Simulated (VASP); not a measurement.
A run of VASP 6.6.1:

File INCAR:

```
PREC = Accurate
ENCUT = 520
EDIFF = 1E-7
ISMEAR = -1
SIGMA = 0.05
LREAL = F
LASPH = T
NELM = 80
ALGO = Normal
ISIF = 2
LWAVE = F
LCHARG = T
GGA = RE
LELF = T
LVHAR = T
NBANDS = 16
```

The input KPOINTS:

```
Automatic mesh
0
Gamma
  8 8 8
```

The input POSCAR:

```
InAs
1.0
    0.0000000000      2.8973899707      2.8973899707
    2.8973899707      0.0000000000      2.8973899707
    2.8973899707      2.8973899707      0.0000000000
In As
1 1
Direct
    0.5000000000      0.5000000000      0.5000000000
    0.0000000000      0.0000000000      0.0000000000
```

Potentials or basis: VASP PAW PBE potentials, release 64 (In_d, As).

The run is started by

```console
$ cat potpaw_PBE.64/In_d/POTCAR potpaw_PBE.64/As/POTCAR > POTCAR
$ mpirun -np 1 vasp_std > vasp.out
```

Hardware: 1 thread of Intel(R) Xeon(R) 6975P-C (Granite Rapids) (shared host).

Task: Estimate the wall time of this run.

Result: It took 10 s on 1 thread of Intel(R) Xeon(R) 6975P-C (Granite Rapids), on a shared host, peak memory 0.17 GiB. Counts: scf iterations 13, k points 29.
